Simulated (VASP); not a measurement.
Input of a VASP 6.6.1 run:

File INCAR:

```
PREC = Accurate
ENCUT = 520
EDIFF = 1E-8
ISMEAR = 0
SIGMA = 0.05
LREAL = F
LASPH = T
NELM = 80
ALGO = Normal
ISIF = 2
LWAVE = F
LCHARG = T
GGA = PE
IVDW = 12
IBRION = 6
NFREE = 2
POTIM = 0.015
NSW = 1
```

KPOINTS

```
regular mesh
0
Gamma
  9 9 2
```

File POSCAR:

```
Te2Mo
1.0
    3.4964857439      0.0000000000      0.0000000000
   -1.7482428719      3.0280454782      0.0000000000
    0.0000000000      0.0000000000     13.7031983276
Te Mo
4 2
Direct
    0.3333333333      0.6666666667      0.6173688251
    0.6666666667      0.3333333333      0.1173688251
    0.3333333333      0.6666666667      0.8826311749
    0.6666666667      0.3333333333      0.3826311749
    0.3333333333      0.6666666667      0.2500000000
    0.6666666667      0.3333333333      0.7500000000
```

Potentials or basis: VASP PAW PBE potentials, release 64 (Te, Mo_sv).

Launch:

```bash
$ cat potpaw_PBE.64/Te/POTCAR potpaw_PBE.64/Mo_sv/POTCAR > POTCAR
$ mpirun -np 1 vasp_std > vasp.out
```

(1) What does it give for the highest phonon frequency at Γ, LO-TO splitting left out?

(2) What does it give for the dispersion energy per atom?

## Answers

(1) 290 cm⁻¹.

(2) -0.554 eV.
